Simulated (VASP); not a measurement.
# Cu (I4/mmm) in VASP: a series of runs, part 2 of 3

VASP 6.6.1. The steps go on from the part before.

## Step 3: Single point, r2SCAN

This run uses another cell than the first one, of 11.48 Å³/atom, 1.014 times its volume.

File POSCAR:

```
Cu
1.0
   -1.4436725107      1.4436725107      1.3772283187
    1.4436725107     -1.4436725107      1.3772283187
    1.4436725107      1.4436725107     -1.3772283187
Cu
1
Direct
    0.0000000000      0.0000000000      0.0000000000
```

File INCAR.step1:

```
SYSTEM = Cu
PREC     = Accurate       ! precision mode
ENCUT    = 520            ! plane-wave cutoff, eV
ISMEAR   = -1             ! smearing method
SIGMA    = 0.1            ! smearing width, eV
LREAL    = .False.        ! projectors in reciprocal space
LASPH    = .True.         ! aspherical terms in the spheres
NELM     = 80             ! most SCF steps
NBANDS   = 12             ! bands
GGA      = PE             ! functional
ALGO     = Normal         ! electronic algorithm
EDIFF    = 1E-4           ! SCF threshold, eV
LWAVE    = .True.         ! write WAVECAR
LCHARG   = .False.        ! write CHGCAR
```

File INCAR.step2:

```
SYSTEM = Cu
PREC     = Accurate       ! precision mode
ENCUT    = 520            ! plane-wave cutoff, eV
EDIFF    = 1E-6           ! SCF threshold, eV
ISMEAR   = -1             ! smearing method
SIGMA    = 0.1            ! smearing width, eV
LREAL    = .False.        ! projectors in reciprocal space
LASPH    = .True.         ! aspherical terms in the spheres
NELM     = 80             ! most SCF steps
ALGO     = Normal         ! electronic algorithm
ISIF     = 2              ! what is computed and relaxed
LWAVE    = .False.        ! write WAVECAR
LCHARG   = .True.         ! write CHGCAR
METAGGA  = R2SCAN         ! meta-GGA
LMIXTAU  = .True.       
LELF     = .True.         ! ELF
LVHAR    = .True.       
NBANDS   = 12             ! bands
ISTART   = 1
```

File KPOINTS:

```
regular mesh
0
Gamma
  15 15 15
  0 0 0
```

Potentials or basis: VASP PAW PBE potentials, release 64 (Cu).

Started as:

```sh
> cat potpaw_PBE.64/Cu/POTCAR > POTCAR
> cp INCAR.step1 INCAR
> mpirun -np 1 vasp_std > vasp.out
> cp INCAR.step2 INCAR
> mpirun -np 1 vasp_std > vasp.out
```

OUTCAR:

```text
SYSTEM = Cu
   PREC = Accurate
   ENCUT = 520
   EDIFF = 1E-6
   ISMEAR = -1
   LREAL = .False.
   LASPH = .True.
   NELM = 80
   ISIF = 2
   METAGGA = R2SCAN
   ISTART = 1

 ion  position               nearest neighbor table
   1  0.000  0.000  0.000-

  LATTYP: Found a body centered tetragonal cell.
 ALAT       =     2.8873450214
 C/A-ratio  =     0.9539755786

  Lattice vectors:

 A1 = (  -1.4436725107,   1.4436725107,   1.3772283187)
 A2 = (   1.4436725107,  -1.4436725107,   1.3772283187)
 A3 = (   1.4436725107,   1.4436725107,  -1.3772283187)

Analysis of symmetry for initial positions (statically):
=====================================================================
 Subroutine PRICEL returns:
 Original cell was already a primitive cell.

 Routine SETGRP: Setting up the symmetry group for a
 body centered tetragonal supercell.

 Subroutine GETGRP returns: Found 16 space group operations
 (whereof 16 operations were pure point group operations)
 out of a pool of 16 trial point group operations.

The static configuration has the point symmetry D_4h.

Analysis of symmetry for dynamics (positions and initial velocities):
=====================================================================
 Subroutine PRICEL returns:
 Original cell was already a primitive cell.

 Routine SETGRP: Setting up the symmetry group for a
 body centered tetragonal supercell.

 Subroutine GETGRP returns: Found 16 space group operations
 (whereof 16 operations were pure point group operations)
 out of a pool of 16 trial point group operations.

The dynamic configuration has the point symmetry D_4h.

 Subroutine INISYM returns: Found 16 space group operations
 (whereof 16 operations are pure point group operations),
 and found     1 'primitive' translations

----------------------------------------------------------------------------------------

                                     Primitive cell

  volume of cell :      11.4816

  direct lattice vectors                    reciprocal lattice vectors
    -1.443672511  1.443672511  1.377228319     0.000000000  0.346338935  0.363048010
     1.443672511 -1.443672511  1.377228319     0.346338935  0.000000000  0.363048010
     1.443672511  1.443672511 -1.377228319     0.346338935  0.346338935  0.000000000

  length of vectors
     2.462750186  2.462750186  2.462750186     0.501751448  0.501751448  0.489797219

  position of ions in fractional coordinates (direct lattice)
     0.000000000  0.000000000  0.000000000

  ion indices of the primitive-cell ions
   primitive index   ion index
                 1           1

----------------------------------------------------------------------------------------

 KPOINTS: regular mesh

Automatic generation of k-mesh.
 Grid dimensions read from file:
 generate k-points for:   15   15   15

 Generating k-lattice:

  Cartesian coordinates                     Fractional coordinates (reciprocal lattice)
     0.000000000  0.023089262  0.024203201     0.066666667  0.000000000  0.000000000
     0.023089262  0.000000000  0.024203201     0.000000000  0.066666667  0.000000000
     0.023089262  0.023089262  0.000000000     0.000000000  0.000000000  0.066666667

  Length of vectors
     0.033450097  0.033450097  0.032653148

  Shift w.r.t. Gamma in fractional coordinates (k-lattice)
     0.000000000  0.000000000  0.000000000

 Subroutine IBZKPT returns following result:
 ===========================================

 Found    288 irreducible k-points:

 Following reciprocal coordinates:
            Coordinates               Weight
  0.000000  0.000000  0.000000      1.000000
  0.066667  0.000000  0.000000      8.000000
  0.133333  0.000000  0.000000      8.000000
  0.200000  0.000000  0.000000      8.000000
  0.266667  0.000000  0.000000      8.000000
  0.333333 -0.000000  0.000000      8.000000
[... 16 lines left out ...]
  0.133333  0.133333  0.000000      8.000000
  0.200000  0.133333  0.000000     16.000000
 [... further k-points ...]
   k-points           NKPTS =    288   k-points in BZ     NKDIM =    288   number of bands    NBANDS=     12
   number of dos      NEDOS =    301   number of ions     NIONS =      1
   total plane-waves  NPLWV =   5832
   dimension x,y,z NGX =    18 NGY =   18 NGZ =   18
   dimension x,y,z NGXF=    36 NGYF=   36 NGZF=   36
   ions per type =               1
   NGX,Y,Z   is equivalent  to a cutoff of  12.15, 12.15, 12.15 a.u.
   NGXF,Y,Z  is equivalent  to a cutoff of  24.30, 24.30, 24.30 a.u.
 SYSTEM =  Cu
   PREC   = accura    normal or accurate (medium, high low for compatibility)
   ISTART =      1    job   : 0-new  1-cont  2-samecut
   ICHARG =      0    charge: 1-file 2-atom 10-const
   ISPIN  =      1    spin polarized calculation?
   LNONCOLLINEAR =      F non collinear calculations
   LSORBIT =      F    spin-orbit coupling
   LASPH  =      T    aspherical Exc in radial PAW
   ENCUT  =  520.0 eV  38.22 Ry    6.18 a.u.   4.58  4.58  4.58*2*pi/ulx,y,z
   NELM   =     80;   NELMIN=  2; NELMDL=  0     # of ELM steps
   EDIFF  = 0.1E-05   stopping-criterion for ELM
   LREAL  =      F    real-space projection
   EDIFFG = 0.1E-04   stopping-criterion for IOM
   NSW    =      0    number of steps for IOM
   IBRION =     -1    ionic relax: 0-MD 1-quasi-New 2-CG
   NFREE  =      0    steps in history (QN), initial steepest desc. (CG)
   ISIF   =      2    stress and relaxation
   ISYM   =      2    0-nonsym 1-usesym 2-fastsym
   POTIM  = 0.5000    time-step for ionic-motion
   TEBEG  =    0.0;   TEEND  =   0.0 temperature during run
   PSTRESS=    0.0 pullay stress
   NELECT =      11.0000    total number of electrons
   NUPDOWN=      -1.0000    fix difference up-down
   EMIN   =  10.00;   EMAX   =-10.00  energy-range for DOS
   EFERMI =   0.00;   METHOD = LEGACY
   ISMEAR =    -1;   SIGMA  =   0.10  broadening in eV -4-tet -1-fermi 0-gaus
   EFERMI_NEDOS =   21; number of points for ismear=-14 and -15
   IALGO  =     38    algorithm
   IMIX   =      4    mixing-type and parameters
     AMIX     =   0.40;   BMIX     =  1.00
     AMIX_MAG =   1.60;   BMIX_MAG =  1.00
  volume/ion in A,a.u.               =      11.48        77.48
  Fermi-wavevector in a.u.,A,eV,Ry     =   1.613880  3.049791 35.437860  2.604609
  Thomas-Fermi vector in A             =   2.708879
   LORBIT       =      0    0 simple, 1 ext, 2 COOP (PROOUT), +10 PAW based schemes
   METAGGA = R2SCAN    functional components
   LHFCALC =     F    Hartree Fock is set to
   AEXX    =    0.0000 exact exchange contribution
   IVDW    =     0    specifies the selected vdW correction
   LEPSILON=     F    determine dielectric tensor
   LRPA    =     F    only Hartree local field effects (RPA)
 non-spin polarized calculation
  energy-cutoff  :      520.00
  volume of cell :       11.48
 maximum number of plane-waves:       327
   NGX =  9   NGY =  9   NGZ =  9

 number of electron      10.9999997 magnetization

 Free energy of the ion-electron system (eV)
  ---------------------------------------------------
  ext. energy  EPLUGINS =         0.00000000
  ---------------------------------------------------
  free energy    TOTEN  =       -10.79948537 eV

  energy without entropy =      -10.79114474  energy(sigma->0) =      -10.79531506

 E-fermi :   7.7093     XC(G=0): -13.9384

 val. band max:        7.6390939456   @ k =  -0.3333   0.4667   0.0667
 cond. band min:       7.7096568208   @ k =  -0.3333   0.4000   0.2000
 fundamental gap:      0.0705628752
 Fermi energy:         7.7092554680

 k-point     1 :       0.0000    0.0000    0.0000
  band No.  band energies     occupation
      1      -2.1396      2.00000
      2       4.3243      2.00000
      3       4.5172      2.00000
      4       4.5174      2.00000
      5       5.3876      2.00000
      6       5.5890      2.00000
      7      33.5793      0.00000
      8      33.5794      0.00000
      9      34.8878      0.00000
     10      37.8623      0.00000
     11      38.0226      0.00000
     12      38.0227      0.00000

 k-point     2 :       0.0667    0.0000    0.0000
  band No.  band energies     occupation
      1      -1.9549      2.00000
      2       4.3317      2.00000
      3       4.5122      2.00000
      4       4.5434      2.00000
      5       5.3877      2.00000
      6       5.5631      2.00000
      7      32.3815      0.00000
      8      33.1061      0.00000
      9      33.6200      0.00000
     10      35.9360      0.00000
     11      36.4929      0.00000
     12      37.0987      0.00000
[... 316 lines left out ...]
 k-point    24 :       0.2000    0.1333    0.0000
  band No.  band energies     occupation
      1       1.0462      2.00000
      2       3.9925      2.00000
      3       4.1529      2.00000
      4       5.3086      2.00000
      5       5.6434      2.00000
      6       5.7484      2.00000
      7      21.8047      0.00000
      8      24.1053      0.00000
      9      27.9698      0.00000
     10      33.2131      0.00000
     11      36.3359      0.00000
     12      38.1764      0.00000

 [... further k-points ...]
[... 5 lines left out ...]
  --------------------------------------------------------------------------------------
  -------------------------------------------------------------------------------------
  Total        0.0515307      0.0515307      0.0429756      0.0000000     -0.0000000     -0.0000000
  in kB        7.1907354      7.1907354      5.9969328      0.0000000     -0.0000000     -0.0000000
  external PRESSURE =       6.7928012 kB  Pullay stress =       0.0000000 kB

 VOLUME and BASIS-vectors are now :
 -----------------------------------------------------------------------------
  energy-cutoff  :      520.00
  volume of cell :       11.48
      direct lattice vectors                 reciprocal lattice vectors
    -1.443672511  1.443672511  1.377228319     0.000000000  0.346338935  0.363048010
     1.443672511 -1.443672511  1.377228319     0.346338935  0.000000000  0.363048010
     1.443672511  1.443672511 -1.377228319     0.346338935  0.346338935  0.000000000

 POSITION                                       TOTAL-FORCE (eV/Angst)
 -----------------------------------------------------------------------------------
      0.00000      0.00000      0.00000        -0.000000     -0.000000      0.000000
 -----------------------------------------------------------------------------------
    total drift:                                0.000000     -0.000000      0.000000

  FREE ENERGIE OF THE ION-ELECTRON SYSTEM (eV)
  ---------------------------------------------------
  free  energy   TOTEN  =       -10.7994853684 eV

  energy  without entropy=      -10.7911447421  energy(sigma->0) =      -10.79531506
```

It took 83 s on 1 thread of AMD EPYC 9R45 (Zen 5), shared host; peak memory 0.12 GiB.

Results:

```yaml
Free_energy: -10.7995 eV
Pressure: 0.7 GPa
```

Stress tensor (GPa, compression positive):
```
0.72 0.00 0.00
0.00 0.72 0.00
0.00 0.00 0.60
```

Caveat: the PAW data sets were made with another functional, which shifts forces and pressure a little.

(Continued in part 3 of 3.)
